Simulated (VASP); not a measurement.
## PbO2 (fluorite type): single point with r2SCAN

PbO2 (fluorite type):

```xyz
3
Lattice="0.0000 2.7411 2.7411 2.7411 0.0000 2.7411 2.7411 2.7411 0.0000" Properties=species:S:1:pos:R:3 pbc="T T T"
Pb    0.0000    0.0000    0.0000
O     1.3705    1.3705    1.3705
O     4.1116    4.1116    4.1116
```

```yaml
Program: VASP 6.6.1
Task: single point
Functional: r2SCAN
Potentials_or_basis: VASP PAW PBE potentials, release 64 (Pb_d, O)
Cutoff: 520 eV
k_mesh: 11 × 11 × 11
Occupations: fermi-dirac, width 0.1 eV
Spin: no spin polarisation
Dipole_correction: no
Further_INCAR_settings: ALGO = Normal; EDIFF = 1e-06; NBANDS = 20
```

```yaml
Pressure: -10.8 GPa
Band_gap_on_the_k_mesh: zero (bands 13 and 14 overlap by 1.11 eV)
```

Levels at points of the mesh, in eV from the Fermi level:
```
           k point  band 9  band 10  band 11  band 12  band 13  band 14  band 15  band 16  band 17  band 18
(0.00, 0.00, 0.00)   -2.09    -2.09    -2.09    -1.29    -1.29    -1.29     7.33     7.33     7.33    11.58
```

It took 3.3 min on 1 thread of Intel(R) Xeon(R) Platinum 8488C (Sapphire Rapids) (shared host), peak memory 0.19 GiB.

Caveat: the cell stands under tension; the PAW data sets were made with another functional, which shifts forces and pressure a little; spin-orbit coupling is left out, which moves the levels of the heavy elements.
